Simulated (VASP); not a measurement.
# Be3Ga in VASP: further runs, part 2 of 2

VASP 6.6.1.

### 4 Relaxation of cell and atoms, PBE

This run uses another cell than the first one, of 10.57 Å³/atom, 1.096 times its volume.

Input file INCAR:

```
  ALGO = Fast
  EDIFF = 1E-7
  EDIFFG = -0.01
  ENCUT = 600
  GGA = PE
  IBRION = 2
  ISIF = 3
  ISMEAR = 0
  LASPH = True
  LCHARG = False
  LREAL = False
  LWAVE = False
  NELM = 60
  NSW = 100
  PREC = Accurate
  SIGMA = 0.1
```

Input file KPOINTS:

```
k-points
0
Gamma
  14 14 14
```

Input file POSCAR:

```
Be3Ga
1.0
    3.4832935094      0.0000000000      0.0000000000
    0.0000000000      3.4832935094      0.0000000000
    0.0000000000      0.0000000000      3.4832935094
Be Ga
3 1
Direct
    0.0000000000      0.5000000000      0.5000000000
    0.5000000000      0.0000000000      0.5000000000
    0.5000000000      0.5000000000      0.0000000000
    0.0000000000      0.0000000000      0.0000000000
```

Potentials or basis: VASP PAW PBE potentials, release 64 (Be, Ga_d).

Run with:

```
$ cat potpaw_PBE.64/Be/POTCAR potpaw_PBE.64/Ga_d/POTCAR > POTCAR
$ mpirun -np 1 vasp_std > vasp.out
```

OUTCAR:

```text
EDIFF = 1E-7
   EDIFFG = -0.01
   ENCUT = 600
   GGA = PE
   IBRION = 2
   ISIF = 3
   ISMEAR = 0
   LASPH = True
   LREAL = False
   NELM = 60
   NSW = 100
   PREC = Accurate

 ion  position               nearest neighbor table
   1  0.000  0.500  0.500-   4 2.46   4 2.46   4 2.46   4 2.46
   2  0.500  0.000  0.500-   4 2.46   4 2.46   4 2.46   4 2.46
   3  0.500  0.500  0.000-   4 2.46   4 2.46   4 2.46   4 2.46
   4  0.000  0.000  0.000-   1 2.46   2 2.46   3 2.46   1 2.46   2 2.46   1 2.46   3 2.46   1 2.46
                             2 2.46   3 2.46   2 2.46   3 2.46

  LATTYP: Found a simple cubic cell.
 ALAT       =     3.4832935094

  Lattice vectors:

 A1 = (   3.4832935094,   0.0000000000,   0.0000000000)
 A2 = (   0.0000000000,   3.4832935094,   0.0000000000)
 A3 = (   0.0000000000,   0.0000000000,   3.4832935094)

Analysis of symmetry for initial positions (statically):
=====================================================================
 Subroutine PRICEL returns:
 Original cell was already a primitive cell.

 Routine SETGRP: Setting up the symmetry group for a
[... 241 lines left out ...]
     10       8.1096      0.00000
     11       9.3968      0.00000
     12       9.3968      0.00000
     13      13.9394      0.00000
[... 354 lines left out ...]
  band No.  band energies     occupation
      1      -8.2728      2.00000
      2      -8.2626      2.00000
      3      -8.2377      2.00000
      4      -8.2152      2.00000
      5      -8.2080      2.00000
      6      -3.1884      2.00000
      7       0.2842      2.00000
      8       3.2460      2.00000
      9       6.2652      2.00000
     10       6.5674      2.00000
     11      10.0562      0.00000
     12      10.7900      0.00000
     13      12.2950      0.00000

 [... further k-points ...]

------------------------ aborting loop because EDIFF is reached ----------------------------------------

  FORCE on cell =-STRESS in cart. coord.  units (eV):
  Direction    XX          YY          ZZ          XY          YZ          ZX
  --------------------------------------------------------------------------------------
  -------------------------------------------------------------------------------------
  Total        0.0032243      0.0032243      0.0032243      0.0000000      0.0000000     -0.0000000
  in kB        0.1229838      0.1229838      0.1229838      0.0000000      0.0000000     -0.0000000
  external PRESSURE =       0.1229838 kB  Pullay stress =       0.0000000 kB

 VOLUME and BASIS-vectors are now :
 -----------------------------------------------------------------------------
  energy-cutoff  :      600.00
  volume of cell :       42.00
      direct lattice vectors                 reciprocal lattice vectors
     3.476147690  0.000000000 -0.000000000     0.287674774 -0.000000000  0.000000000
     0.000000000  3.476147690 -0.000000000    -0.000000000  0.287674774 -0.000000000
    -0.000000000  0.000000000  3.476147690     0.000000000  0.000000000  0.287674774

 POSITION                                       TOTAL-FORCE (eV/Angst)
 -----------------------------------------------------------------------------------
      0.00000      1.73807      1.73807        -0.000000      0.000000      0.000000
      1.73807      0.00000      1.73807        -0.000000     -0.000000      0.000000
      1.73807      1.73807     -0.00000         0.000000     -0.000000      0.000000
      0.00000      0.00000      0.00000        -0.000000      0.000000      0.000000
 -----------------------------------------------------------------------------------
    total drift:                               -0.000000     -0.000000     -0.000000

  FREE ENERGIE OF THE ION-ELECTRON SYSTEM (eV)
  ---------------------------------------------------
  free  energy   TOTEN  =       -13.0103864738 eV

  energy  without entropy=      -13.0037282405  energy(sigma->0) =      -13.00705736

 reached required accuracy - stopping structural energy minimisation
```

OSZICAR:

```text
N       E                     dE             d eps       ncg     rms          rms(c)
DAV:   1     0.717802294679E+02    0.71780E+02   -0.10053E+04  3192   0.213E+03
DAV:   2    -0.830711795966E+01   -0.80087E+02   -0.78053E+02  3330   0.352E+02
DAV:   3    -0.131637662664E+02   -0.48566E+01   -0.47845E+01  3930   0.754E+01
[... 16 lines left out ...]
RMM:   4    -0.130103859030E+02    0.15257E-03   -0.21590E-04  3647   0.207E-01    0.580E-03
RMM:   5    -0.130103858489E+02    0.54089E-07   -0.28123E-05  4001   0.577E-02    0.185E-03
RMM:   6    -0.130103868271E+02   -0.97822E-06   -0.56782E-06  3769   0.360E-02    0.170E-03
RMM:   7    -0.130103864294E+02    0.39772E-06   -0.21656E-06  3775   0.179E-02    0.208E-04
RMM:   8    -0.130103864738E+02   -0.44437E-07   -0.41325E-07  2473   0.699E-03
   2 F= -.13010386E+02 E0= -.13007057E+02  d E =-.535352E-03
```

It took 2.7 min on 1 thread of Oxide Virtual Turin-like, shared host; peak memory 0.19 GiB.

Results:

```yaml
Free_energy: -13.0104 eV
Relaxed_volume: 10.50 Å³/atom
Relaxed_cell: a = 3.476 Å, b = 3.476 Å, c = 3.476 Å, α = 90.00°, β = 90.00°, γ = 90.00°
Space_group_after_relaxing_to_0.05_Å: Pm-3m (No. 221)
Energy_gained_by_relaxing: 0.1 meV/atom
Ionic_steps: 2
Pressure_after_relaxing: 0.0 GPa
```

The path:
```csv
step,energy change (eV),largest force (eV/Å),pressure (GPa),volume (Å³)
1,0.0000,0.0000,-0.64,42.26
2,-0.0005,0.0000,0.01,42.00
```

Final structure:
```cif
data_structure
_symmetry_space_group_name_H-M 'P 1'
_symmetry_Int_Tables_number 1
_cell_length_a 3.4761
_cell_length_b 3.4761
_cell_length_c 3.4761
_cell_angle_alpha 90.000
_cell_angle_beta 90.000
_cell_angle_gamma 90.000
_cell_volume 42.00
loop_
_atom_site_label
_atom_site_type_symbol
_atom_site_fract_x
_atom_site_fract_y
_atom_site_fract_z
_atom_site_occupancy
Be1 Be 0.00000 0.50000 0.50000 1
Be2 Be 0.50000 0.00000 0.50000 1
Be3 Be 0.50000 0.50000 0.00000 1
Ga1 Ga 0.00000 0.00000 0.00000 1
```

### 5 Overview

| task | cell | k mesh | cutoff (eV) | pressure (GPa) | relaxed volume (Å³/atom) |
| --- | --- | --- | --- | --- | --- |
| relaxation of cell and atoms | relaxed from a = 3.390, b = 3.390, c = 3.355 Å, 4 atoms | 6 × 6 × 6 | 600 | 0.2 | 10.56 |
| single point | a = 3.475 Å, 4 atoms | 14 × 14 × 14 | 520 | 0.1 | - |
| relaxation of cell and atoms | relaxed from a = 3.483 Å, 4 atoms | 14 × 14 × 14 | 600 | 0.0 | 10.50 |

Alike in all rows: level PBE; potentials or basis VASP PAW PBE potentials, release 64 (Be, Ga_d); no spin polarisation; smearing gaussian 0.1 eV.

Total energies depend on the potentials used, so only differences within one code and one set of settings carry meaning.
